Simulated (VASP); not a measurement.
A run of VASP 6.6.1 is set up as follows.

The input INCAR:

```
PREC = Accurate
ENCUT = 600
EDIFF = 1E-7
ISMEAR = 0
SIGMA = 0.02
LREAL = False
LASPH = True
NELM = 60
ALGO = Normal
ISIF = 3
LWAVE = False
LCHARG = False
GGA = CA
IBRION = 2
NSW = 80
EDIFFG = -0.01
PSTRESS = 100.0
```

KPOINTS

```
regular mesh
0
Gamma
  5 5 5
```

POSCAR

```
ZrH2
1.0
    3.4071590000      0.0000000000      0.0000000000
    1.7035795000      2.9506862487      0.0000000000
    1.7035795000      0.9835620829      2.7819336742
Zr H
1 2
Direct
    0.0000000000      0.0000000000      0.0000000000
    0.7500000000      0.7500000000      0.7500000000
    0.2500000000      0.2500000000      0.2500000000
```

Potentials or basis: VASP PAW LDA potentials, release 64 (Zr_sv, H).

The run is started by

```bash
$ cat potpaw_LDA.64/Zr_sv/POTCAR potpaw_LDA.64/H/POTCAR > POTCAR
$ mpirun -np 1 vasp_std > vasp.out
```

Predict the space group after relaxing (to 0.05 Å).

Fm-3m (No. 225).

Predict the relaxed cell.

a = 3.284 Å, b = 3.284 Å, c = 3.284 Å, α = 60.00°, β = 60.00°, γ = 60.00°.

Estimate the band gap on the k mesh.

zero (band 7 reaches 9.81 eV, above the bottom of band 8 at 8.96 eV).

Final structure:
```
Zr H
1.0
     3.28441    0.00000    0.00000
     1.64220    2.84438    0.00000
     1.64220    0.94813    2.68171
Zr H
1 2
Direct
  0.00000 0.00000 0.00000
  0.75000 0.75000 0.75000
  0.25000 0.25000 0.25000
```

Caveat: the k points lie up to 0.47 Å⁻¹ apart in the final cell; the cell is relaxed towards a set pressure, so the enthalpy falls and the energy may rise.
